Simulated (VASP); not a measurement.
# TiO2: relaxation of cell and atoms with PBE

The system is TiO2.

```xyz
6
Lattice="4.6403 0.0000 0.0000 0.0000 4.6403 0.0000 0.0000 0.0000 2.9650" Properties=species:S:1:pos:R:3 pbc="T T T"
Ti    0.0000    0.0000    0.0000
Ti    2.3202    2.3202    1.4825
O     1.4159    1.4159    0.0000
O     0.9042    3.7361    1.4825
O     3.2244    3.2244    0.0000
O     3.7361    0.9042    1.4825
```

```
Program                : VASP 6.6.1
Task                   : relaxation of cell and atoms
Functional             : PBE
Potentials or basis    : VASP PAW PBE potentials, release 64 (Ti_sv, O)
Cutoff                 : 600 eV
k mesh                 : 6 × 6 × 10
Occupations            : gaussian, width 0.02 eV
Spin                   : no spin polarisation
Dipole correction      : no
Further INCAR settings : ALGO = Normal; EDIFF = 1e-07; IBRION = 2; EDIFFG = -0.01; NSW = 100; ISIF = 3
```

The relaxed volume is 10.67 Å³/atom. The relaxed cell is a = 4.644 Å, b = 4.644 Å, c = 2.968 Å, α = 90.00°, β = 90.00°, γ = 90.00°. The space group after relaxing (to 0.05 Å) is P4_2/mnm (No. 136). The energy gained by relaxing is 0.1 meV/atom. The ionic steps are 3. The pressure after relaxing is 0.0 GPa. The largest force after relaxing is 0.007 eV/Å and the band gap on the k mesh is 1.83 eV, direct.

Forces in eV/Å, atoms in the order of the input:
```
Ti   0.000  0.000  0.000
Ti   0.000  0.000  0.000
O   -0.005 -0.005  0.000
O    0.005 -0.005  0.000
O    0.005  0.005  0.000
O   -0.005  0.005  0.000
```

Stress tensor (GPa, compression positive):
```
 0.02  0.00  0.00
 0.00  0.02  0.00
 0.00  0.00 -0.08
```

The path:
```csv
step,energy change (eV),largest force (eV/Å),pressure (GPa),volume (Å³)
1,0.0000,0.0325,0.62,63.84
2,0.0003,0.0273,-0.82,64.22
3,-0.0003,0.0067,-0.01,64.01
```

Final structure:
```
Ti O
1.0
     4.64405    0.00000    0.00000
     0.00000    4.64405    0.00000
     0.00000    0.00000    2.96775
Ti O
2 4
Cartesian
  0.0000 0.0000 0.0000
  2.3220 2.3220 1.4839
  1.4166 1.4166 0.0000
  0.9054 3.7386 1.4839
  3.2274 3.2274 0.0000
  3.7386 0.9054 1.4839
```

Levels at points of the mesh, in eV from the valence-band top:
```tsv
k point	band 20	band 21	band 22	band 23	band 24	band 25	band 26	band 27	band 28
(0.00, 0.00, 0.00)	-1.90	-0.67	-0.43	-0.43	0.00	1.83	2.11	2.37	2.45
(0.50, 0.00, 0.00)	-2.98	-1.56	-1.56	-0.71	-0.71	2.47	2.47	2.93	2.93
(0.50, 0.50, 0.00)	-2.11	-1.25	-1.25	-1.04	-1.04	1.86	1.86	2.47	2.47
(0.00, 0.00, 0.50)	-2.73	-2.23	-2.23	-1.40	-1.40	2.87	2.87	3.12	3.12
(0.50, 0.00, 0.50)	-2.33	-1.99	-1.99	-0.99	-0.99	1.87	1.87	3.14	3.14
(0.50, 0.50, 0.50)	-2.71	-1.21	-1.21	-0.67	-0.67	2.52	2.52	3.14	3.14
```

It took 4.1 min on 1 thread of Intel Xeon 6975P-C (shared host), peak memory 0.27 GiB.

A k mesh can miss the band edges. PBE gaps usually lie below the measured ones, often by a third to a half.
